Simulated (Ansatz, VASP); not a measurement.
Two plane-wave programs on Yb

INCAR

```
  PREC = Accurate
  ENCUT = 520
  EDIFF = 1E-7
  ISMEAR = -1
  SIGMA = 0.1
  LREAL = F
  LASPH = T
  NELM = 80
  ALGO = Normal
  ISIF = 2
  LWAVE = F
  LCHARG = T
  GGA = PS
  LELF = T
  LVHAR = T
  NBANDS = 18
```

Contents of KPOINTS:

```
Automatic mesh
0
Gamma
  13 13 13
```

POSCAR

```
Yb
1.0
   -2.0219464036      2.0219464036      2.0219464036
    2.0219464036     -2.0219464036      2.0219464036
    2.0219464036      2.0219464036     -2.0219464036
Yb
1
Direct
    0.0000000000      0.0000000000      0.0000000000
```

Input for Ansatz:

```yaml
crystal:
  lattice:
    - [-2.0219464036, 2.0219464036, 2.0219464036]
    - [2.0219464036, -2.0219464036, 2.0219464036]
    - [2.0219464036, 2.0219464036, -2.0219464036]
  atoms:
    - { symbol: Yb, position: [0.0, 0.0, 0.0] }
hamiltonian:
  xc: pbesol
  pseudopotentials:
    kind: paw
    azcp:
      Yb: "pseudopotentials/Yb.paw.azcp"
basis:
  ecutwfc: 420
  fft_grid_basis: typed
kpoints:
  mp_grid: { grid: [13, 13, 13], shift: [0, 0, 0] }
magnetization:
  spin_polarized: false
scf:
  occupations: { method: fermi_dirac, width: 0.1 }
  lower_state_search: "off"
output:
  stress: true
  write_density: true
  write_potential: true
  elf: true
  volumetric_format: npy
```

Alike in both runs: task single point; functional PBEsol; k mesh 13 × 13 × 13; occupations fermi-dirac, width 0.1 eV; no spin polarisation.

```csv
,VASP,Ansatz
version,VASP 6.6.1,Ansatz 0.2.0
potentials or method,"VASP PAW PBE potentials, release 64 (Yb), cutoff 520 eV","plane waves (420 eV) with PAW, scalar-relativistic"
valence electrons in the cell,24,24
```

VASP gave:

- pressure (GPa): -0.8

Problem. Which values does Ansatz return?

Solution. Pressure (GPa): -0.9.

VASP's potentials were made for PBE, not for PBEsol, and Ansatz warns of the same on its side. With one functional, cell and mesh, what is left measures potentials, basis and numerics.

Neither program's run includes spin-orbit coupling.
